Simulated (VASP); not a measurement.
# PbI2 (P-3m1) in VASP: further runs

PbI2 is run at these levels: LDA; tasks: single point, relaxation of cell and atoms.

All numbers are computed with VASP 6.6.1; they aren't measurements. Logs are shortened: lines on timing, memory, paths and dates and some standing lists are left out, and cuts for length are marked.

### 1 The cell of the first run

Symmetry: P-3m1, No. 164, trigonal system. Conventional cell: a = 4.467 Å, b = 4.467 Å, c = 6.794 Å, α = 90.00°, β = 90.00°, γ = 120.00°. Pb (site symmetry -3m) has 6 I at 3.18 Å within 4.2 Å. Within 4.2 Å of I (site symmetry 3m) lie 3 Pb at 3.18 Å and 3 I at 4.01 Å.

### 2 Single point, LDA

INCAR reads:

```
SYSTEM = PbI2
PREC = Accurate
ENCUT = 500
EDIFF = 1E-6
ISMEAR = -1
SIGMA = 0.02
LREAL = .False.
LASPH = .True.
NELM = 120
ALGO = Normal
ISIF = 2
LWAVE = .False.
LCHARG = .False.
NBANDS = 21
GGA_COMPAT = .False.
```

KPOINTS reads:

```
regular mesh
0
Gamma
  7 7 4
  0 0 0
```

POSCAR reads:

```
PbI2
1.0
    4.4667235692      0.0000000000      0.0000000000
   -2.2333617846      3.8682960826      0.0000000000
    0.0000000000      0.0000000000      6.7940353751
Pb I
1 2
Direct
    0.0000000000      0.0000000000      0.0000000000
    0.3333333333      0.6666666667      0.2744750321
    0.6666666667      0.3333333333      0.7255249679
```

Potentials or basis: VASP PAW LDA potentials, release 64 (Pb_d, I).

Started as:

```sh
> cat potpaw_LDA.64/Pb_d/POTCAR potpaw_LDA.64/I/POTCAR > POTCAR
> mpirun -np 1 vasp_std > vasp.out
```

OUTCAR:

```text
SYSTEM = PbI2
   PREC = Accurate
   ENCUT = 500
   EDIFF = 1E-6
   ISMEAR = -1
   LREAL = .False.
   LASPH = .True.
   NELM = 120
   ISIF = 2

 ion  position               nearest neighbor table
   1  0.000  0.000  0.000-   2 3.18   3 3.18   2 3.18   3 3.18   3 3.18   2 3.18
   2  0.333  0.667  0.274-   1 3.18   1 3.18   1 3.18
   3  0.667  0.333  0.726-   1 3.18   1 3.18   1 3.18

  LATTYP: Found a hexagonal cell.
 ALAT       =     4.4667235692
 C/A-ratio  =     1.5210333189

  Lattice vectors:

 A1 = (   4.4667235692,   0.0000000000,   0.0000000000)
 A2 = (  -2.2333617846,   3.8682960826,   0.0000000000)
 A3 = (   0.0000000000,   0.0000000000,   6.7940353751)

Analysis of symmetry for initial positions (statically):
=====================================================================
 Subroutine PRICEL returns:
 Original cell was already a primitive cell.

 Routine SETGRP: Setting up the symmetry group for a
 hexagonal supercell.

 Subroutine GETGRP returns: Found 12 space group operations
 (whereof 12 operations were pure point group operations)
 out of a pool of 24 trial point group operations.

The static configuration has the point symmetry D_3d.

Analysis of symmetry for dynamics (positions and initial velocities):
=====================================================================
 Subroutine PRICEL returns:
 Original cell was already a primitive cell.

 Routine SETGRP: Setting up the symmetry group for a
 hexagonal supercell.

 Subroutine GETGRP returns: Found 12 space group operations
 (whereof 12 operations were pure point group operations)
 out of a pool of 24 trial point group operations.

The dynamic configuration has the point symmetry D_3d.

 Subroutine INISYM returns: Found 12 space group operations
 (whereof 12 operations are pure point group operations),
 and found     1 'primitive' translations

----------------------------------------------------------------------------------------

                                     Primitive cell

  volume of cell :     117.3915

  direct lattice vectors                    reciprocal lattice vectors
     4.466723569  0.000000000  0.000000000     0.223877745  0.129255876  0.000000000
    -2.233361785  3.868296083  0.000000000     0.000000000  0.258511753  0.000000000
     0.000000000  0.000000000  6.794035375     0.000000000  0.000000000  0.147187930

  length of vectors
     4.466723569  4.466723569  6.794035375     0.258511753  0.258511753  0.147187930

  position of ions in fractional coordinates (direct lattice)
     0.000000000  0.000000000  0.000000000
     0.333333333  0.666666667  0.274475032
     0.666666667  0.333333333  0.725524968

  ion indices of the primitive-cell ions
   primitive index   ion index
                 1           1
                 2           2
                 3           3

----------------------------------------------------------------------------------------

 KPOINTS: regular mesh

Automatic generation of k-mesh.
 Grid dimensions read from file:
 generate k-points for:    7    7    4

 Generating k-lattice:

  Cartesian coordinates                     Fractional coordinates (reciprocal lattice)
     0.031982535  0.018465125  0.000000000     0.142857143  0.000000000  0.000000000
     0.000000000  0.036930250  0.000000000     0.000000000  0.142857143  0.000000000
     0.000000000  0.000000000  0.036796982     0.000000000  0.000000000  0.250000000

  Length of vectors
     0.036930250  0.036930250  0.036796982

  Shift w.r.t. Gamma in fractional coordinates (k-lattice)
     0.000000000  0.000000000  0.000000000

 Subroutine IBZKPT returns following result:
 ===========================================

 Found     28 irreducible k-points:

 Following reciprocal coordinates:
            Coordinates               Weight
  0.000000  0.000000  0.000000      1.000000
  0.142857  0.000000  0.000000      6.000000
  0.285714 -0.000000  0.000000      6.000000
  0.428571 -0.000000  0.000000      6.000000
  0.142857  0.142857  0.000000      6.000000
  0.285714  0.142857  0.000000     12.000000
[... 16 lines left out ...]
  0.285714 -0.000000  0.500000      6.000000
  0.428571 -0.000000  0.500000      6.000000
 [... further k-points ...]
   k-points           NKPTS =     28   k-points in BZ     NKDIM =     28   number of bands    NBANDS=     21
   number of dos      NEDOS =    301   number of ions     NIONS =      3
   total plane-waves  NPLWV =  64800
   dimension x,y,z NGX =    36 NGY =   36 NGZ =   50
   dimension x,y,z NGXF=    72 NGYF=   72 NGZF=  100
   ions per type =               1   2
   NGX,Y,Z   is equivalent  to a cutoff of  13.40, 13.40, 12.23 a.u.
   NGXF,Y,Z  is equivalent  to a cutoff of  26.80, 26.80, 24.47 a.u.
 SYSTEM =  PbI2
   PREC   = accura    normal or accurate (medium, high low for compatibility)
   ISTART =      0    job   : 0-new  1-cont  2-samecut
   ICHARG =      2    charge: 1-file 2-atom 10-const
   ISPIN  =      1    spin polarized calculation?
   LNONCOLLINEAR =      F non collinear calculations
   LSORBIT =      F    spin-orbit coupling
   LASPH  =      T    aspherical Exc in radial PAW
   ENCUT  =  500.0 eV  36.75 Ry    6.06 a.u.   8.14  8.14 12.39*2*pi/ulx,y,z
   NELM   =    120;   NELMIN=  2; NELMDL= -5     # of ELM steps
   EDIFF  = 0.1E-05   stopping-criterion for ELM
   LREAL  =      F    real-space projection
   EDIFFG = 0.1E-04   stopping-criterion for IOM
   NSW    =      0    number of steps for IOM
   IBRION =     -1    ionic relax: 0-MD 1-quasi-New 2-CG
   NFREE  =      0    steps in history (QN), initial steepest desc. (CG)
   ISIF   =      2    stress and relaxation
   ISYM   =      2    0-nonsym 1-usesym 2-fastsym
   POTIM  = 0.5000    time-step for ionic-motion
   TEBEG  =    0.0;   TEEND  =   0.0 temperature during run
   PSTRESS=    0.0 pullay stress
   NELECT =      28.0000    total number of electrons
   NUPDOWN=      -1.0000    fix difference up-down
   EMIN   =  10.00;   EMAX   =-10.00  energy-range for DOS
   EFERMI =   0.00;   METHOD = LEGACY
   ISMEAR =    -1;   SIGMA  =   0.02  broadening in eV -4-tet -1-fermi 0-gaus
   EFERMI_NEDOS =   21; number of points for ismear=-14 and -15
   IALGO  =     38    algorithm
   IMIX   =      4    mixing-type and parameters
     AMIX     =   0.40;   BMIX     =  1.00
     AMIX_MAG =   1.60;   BMIX_MAG =  1.00
  volume/ion in A,a.u.               =      39.13       264.07
  Fermi-wavevector in a.u.,A,eV,Ry     =   1.015271  1.918584 14.024548  1.030775
  Thomas-Fermi vector in A             =   2.148547
   LORBIT       =      0    0 simple, 1 ext, 2 COOP (PROOUT), +10 PAW based schemes
   GGA     = CA    functional components
   LHFCALC =     F    Hartree Fock is set to
   AEXX    =    0.0000 exact exchange contribution
   IVDW    =     0    specifies the selected vdW correction
   LEPSILON=     F    determine dielectric tensor
   LRPA    =     F    only Hartree local field effects (RPA)
 non-spin polarized calculation
  energy-cutoff  :      500.00
  volume of cell :      117.39
 maximum number of plane-waves:      3002
 NGX is ok and might be reduce to    36
   NGX = 17   NGY = 17   NGZ = 25

 number of electron      28.0000002 magnetization

 Free energy of the ion-electron system (eV)
  ---------------------------------------------------
  ext. energy  EPLUGINS =         0.00000000
  ---------------------------------------------------
  free energy    TOTEN  =       -10.04948005 eV

  energy without entropy =      -10.04948005  energy(sigma->0) =      -10.04948005

 E-fermi :   3.7727     XC(G=0):  -8.8070

 val. band max:        3.3207896802   @ k =   0.0000   0.0000   0.5000
 cond. band min:       5.2189271975   @ k =   0.0000   0.0000   0.5000
 fundamental gap:      1.8981375173
 Fermi energy:         3.7726875576

 k-point     1 :       0.0000    0.0000    0.0000
  band No.  band energies     occupation
      1     -12.9423      2.00000
      2     -12.9423      2.00000
      3     -12.9159      2.00000
      4     -12.9087      2.00000
      5     -12.9087      2.00000
      6      -9.3791      2.00000
[... 13 lines left out ...]
     20      10.6967      0.00000
     21      11.0521      0.00000

 k-point     2 :       0.1429    0.0000    0.0000
  band No.  band energies     occupation
      1     -12.9518      2.00000
      2     -12.9391      2.00000
      3     -12.9135      2.00000
      4     -12.9102      2.00000
      5     -12.9073      2.00000
      6      -9.2748      2.00000
[... 13 lines left out ...]
     20      10.4750      0.00000
     21      11.0230      0.00000

 k-point     3 :       0.2857   -0.0000    0.0000
  band No.  band energies     occupation
      1     -12.9745      2.00000
      2     -12.9344      2.00000
      3     -12.9165      2.00000
      4     -12.9037      2.00000
      5     -12.9018      2.00000
      6      -8.9986      2.00000
[... 13 lines left out ...]
     20      11.2625      0.00000
     21      11.5282      0.00000

 k-point     4 :       0.4286   -0.0000    0.0000
  band No.  band energies     occupation
      1     -12.9930      2.00000
      2     -12.9328      2.00000
      3     -12.9197      2.00000
      4     -12.8973      2.00000
      5     -12.8952      2.00000
      6      -8.6890      2.00000
[... 13 lines left out ...]
     20      12.1047      0.00000
     21      12.7864      0.00000

 k-point     5 :       0.1429    0.1429    0.0000
  band No.  band energies     occupation
      1     -12.9653      2.00000
      2     -12.9383      2.00000
      3     -12.9127      2.00000
      4     -12.9100      2.00000
      5     -12.9021      2.00000
      6      -9.0833      2.00000
[... 13 lines left out ...]
     20      11.0530      0.00000
     21      11.4574      0.00000

 k-point     6 :       0.2857    0.1429    0.0000
  band No.  band energies     occupation
      1     -12.9816      2.00000
      2     -12.9400      2.00000
      3     -12.9152      2.00000
      4     -12.9038      2.00000
      5     -12.8961      2.00000
      6      -8.7782      2.00000
[... 13 lines left out ...]
     20      11.5239      0.00000
     21      12.4820      0.00000

 k-point     7 :       0.4286    0.1429    0.0000
  band No.  band energies     occupation
      1     -12.9889      2.00000
      2     -12.9411      2.00000
      3     -12.9165      2.00000
      4     -12.8969      2.00000
      5     -12.8968      2.00000
      6      -8.5751      2.00000
[... 13 lines left out ...]
     20      11.6774      0.00000
     21      12.7298      0.00000
[... 291 lines left out ...]
      1     -12.9764      2.00000
      2     -12.9554      2.00000
      3     -12.9093      2.00000
      4     -12.9038      2.00000
      5     -12.8969      2.00000
      6      -8.5013      2.00000
[... 13 lines left out ...]
     20      11.1762      0.00000
     21      11.8924      0.00000

 k-point    21 :       0.0000    0.0000    0.5000
  band No.  band energies     occupation
      1     -12.9423      2.00000
      2     -12.9423      2.00000
      3     -12.9157      2.00000
      4     -12.9087      2.00000
      5     -12.9087      2.00000
      6      -9.1260      2.00000
[... 13 lines left out ...]
     20      10.3030      0.00000
     21      11.1740      0.00000

 k-point    22 :       0.1429    0.0000    0.5000
  band No.  band energies     occupation
      1     -12.9520      2.00000
      2     -12.9391      2.00000
      3     -12.9134      2.00000
      4     -12.9102      2.00000
      5     -12.9073      2.00000
      6      -9.0321      2.00000
[... 13 lines left out ...]
     20      10.6680      0.00000
     21      11.1090      0.00000

 k-point    23 :       0.2857   -0.0000    0.5000
  band No.  band energies     occupation
      1     -12.9751      2.00000
      2     -12.9345      2.00000
      3     -12.9166      2.00000
      4     -12.9036      2.00000
      5     -12.9018      2.00000
      6      -8.7938      2.00000
[... 13 lines left out ...]
     20      10.8873      0.00000
     21      11.1312      0.00000

 k-point    24 :       0.4286   -0.0000    0.5000
  band No.  band energies     occupation
      1     -12.9937      2.00000
      2     -12.9329      2.00000
      3     -12.9197      2.00000
      4     -12.8971      2.00000
      5     -12.8952      2.00000
      6      -8.5563      2.00000
[... 13 lines left out ...]
     20      11.3936      0.00000
     21      11.8332      0.00000

 [... further k-points ...]

------------------------ aborting loop because EDIFF is reached ----------------------------------------

  FORCE on cell =-STRESS in cart. coord.  units (eV):
  Direction    XX          YY          ZZ          XY          YZ          ZX
  --------------------------------------------------------------------------------------
  -------------------------------------------------------------------------------------
  Total        0.0484644      0.0484644      0.0291662      0.0000000      0.0000000      0.0000000
  in kB        0.6614503      0.6614503      0.3980653      0.0000000      0.0000000      0.0000000
  external PRESSURE =       0.5736553 kB  Pullay stress =       0.0000000 kB

 VOLUME and BASIS-vectors are now :
 -----------------------------------------------------------------------------
  energy-cutoff  :      500.00
  volume of cell :      117.39
      direct lattice vectors                 reciprocal lattice vectors
     4.466723569  0.000000000  0.000000000     0.223877745  0.129255876  0.000000000
    -2.233361785  3.868296083  0.000000000     0.000000000  0.258511753  0.000000000
     0.000000000  0.000000000  6.794035375     0.000000000  0.000000000  0.147187930

 POSITION                                       TOTAL-FORCE (eV/Angst)
 -----------------------------------------------------------------------------------
      0.00000      0.00000      0.00000         0.000000      0.000000      0.000000
     -0.00000      2.57886      1.86479         0.000000      0.000000      0.013383
      2.23336      1.28943      4.92924        -0.000000     -0.000000     -0.013383
 -----------------------------------------------------------------------------------
    total drift:                                0.000000      0.000000      0.000000

  FREE ENERGIE OF THE ION-ELECTRON SYSTEM (eV)
  ---------------------------------------------------
  free  energy   TOTEN  =       -10.0494800471 eV

  energy  without entropy=      -10.0494800471  energy(sigma->0) =      -10.04948005
```

Run time: 30 s. Hardware: 1 thread of Intel Xeon 6975P-C (Granite Rapids), shared host; peak memory 0.22 GiB.

What came out:

- Free energy: -10.0495 eV
- Pressure: 0.1 GPa
- Largest force: 0.013 eV/Å
- Band gap on the k mesh: 1.90 eV, direct

Forces on the atoms (eV/Å):
```
Pb   0.000  0.000  0.000
I    0.000  0.000  0.013
I    0.000  0.000 -0.013
```

Caveat: spin-orbit coupling is left out, which moves the levels of the heavy elements.

[end of part 1 of 2]
